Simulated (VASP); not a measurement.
Input of a VASP 6.6.1 run:

The input INCAR:

```
PREC = Accurate
ENCUT = 910
EDIFF = 1E-6
ISMEAR = -1
SIGMA = 0.05
LREAL = F
LASPH = T
NELM = 120
ALGO = Normal
ISIF = 2
LWAVE = F
LCHARG = T
GGA = PE
LELF = T
LVHAR = T
NBANDS = 28
GGA_COMPAT = F
```

File KPOINTS:

```
regular mesh
0
Gamma
  6 6 6
```

Contents of POSCAR:

```
BaZrO3
1.0
    4.1913400000      0.0000000000      0.0000000000
    0.0000000000      4.1913400000      0.0000000000
    0.0000000000      0.0000000000      4.1913400000
Ba Zr O
1 1 3
Direct
    0.0000000000      0.0000000000      0.0000000000
    0.5000000000      0.5000000000      0.5000000000
    0.5000000000      0.5000000000      0.0000000000
    0.5000000000      0.0000000000      0.5000000000
    0.0000000000      0.5000000000      0.5000000000
```

Potentials or basis: VASP PAW PBE potentials, release 64 (Ba_sv, Zr_sv, O_h).

Run with:

```bash
$ cat potpaw_PBE.64/Ba_sv/POTCAR potpaw_PBE.64/Zr_sv/POTCAR potpaw_PBE.64/O_h/POTCAR > POTCAR
$ mpirun -np 1 vasp_std > vasp.out
```

(1) Predict the pressure.

(2) Estimate the band gap on the k mesh.

Answers

(1) 4.8 GPa.

(2) 3.19 eV, indirect (least direct gap 3.42 eV).

Caveat: the cutoff is under 1.25 times the usual one of these potentials, so pressure, stress and relaxed cells hold a basis-set (Pulay) error; spin-orbit coupling is left out, which moves the levels of the heavy elements.
